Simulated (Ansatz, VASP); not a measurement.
## Two plane-wave programs on Pt

INCAR

```
SYSTEM = Pt
PREC = Accurate
ENCUT = 520
EDIFF = 1E-6
ISMEAR = 0
SIGMA = 0.15
LREAL = .False.
LASPH = .True.
NELM = 100
ALGO = Fast
ISIF = 2
LWAVE = .False.
LCHARG = .False.
GGA = CA
NBANDS = 28
```

Contents of KPOINTS:

```
Automatic mesh
0
Gamma
  18 18 6
  0 0 0
```

Contents of POSCAR:

```
Pt
1.0
    2.7082945870      0.0000000000      0.0000000000
   -1.3541472935      2.3454519133      0.0000000000
    0.0000000000      0.0000000000      9.3530207388
Pt
4
Direct
    0.6393514011      0.3555039008      0.3750000000
    0.6393514011      0.3555039008      0.8750000000
    0.3606485989      0.6444960992      0.1250000000
    0.3606485989      0.6444960992      0.6250000000
```

Input for Ansatz:

```yaml
crystal:
  lattice:
    - [2.708294587, 0.0, 0.0]
    - [-1.3541472935, 2.3454519133, 0.0]
    - [0.0, 0.0, 9.3530207388]
  atoms:
    - { symbol: Pt, position: [0.6393514011, 0.3555039008, 0.375] }
    - { symbol: Pt, position: [0.6393514011, 0.3555039008, 0.875] }
    - { symbol: Pt, position: [0.3606485989, 0.6444960992, 0.125] }
    - { symbol: Pt, position: [0.3606485989, 0.6444960992, 0.625] }
basis:
  ecutwfc: 420
kpoints:
  mp_grid: { grid: [18, 18, 6] }
hamiltonian:
  xc: lda
  pseudopotentials: { kind: paw, azcp: { folder: soft_1 } }
scf:
  occupations: { method: gaussian, width: 0.15 }
output:
  forces: true
  stress: true
  eigenvalues: true
```

Change from the starting cell: mode 1 frozen in at -0.104 Å and mode 2 at +0.052 Å (largest displacements).

Alike in both runs: task single point; functional LDA; k mesh 18 × 18 × 6; occupations gaussian, width 0.15 eV; no spin polarisation.

|  | VASP | Ansatz |
| --- | --- | --- |
| version | VASP 6.6.1 | Ansatz 0.2.0 |
| potentials or method | VASP PAW LDA potentials, release 64 (Pt), cutoff 520 eV | scalar-relativistic, plane waves, PAW |
| valence electrons in the cell | 40 | 72 |

Ansatz gave:

```
gap on the k mesh at the Fermi level (eV)                     : none
pressure (GPa)                                                : 0.9
traceless stress, the component that is largest in VASP (GPa) : -1.63
rms of the force components (eV/Å)                            : 0.098
```

Q: Which values does VASP return?

A: gap on the k mesh at the Fermi level (eV): none; pressure (GPa): 1.9; traceless stress, the component that is largest in VASP (GPa): -1.53; rms of the force components (eV/Å): 0.101.

Ansatz warns that its potentials were made for another functional, while VASP's fit it. LDA's correlation is that of Perdew and Zunger in VASP and of Perdew and Wang (1992) in Ansatz. Atom by atom the forces differ by 0.003 eV/Å (rms over components). A gap of «none» marks a metal or a gap that the smearing closes. VASP's potentials hold 40 valence electrons a cell and Ansatz's 72, so a difference there can come from the potentials and not from the codes.

Spin-orbit coupling is off throughout.
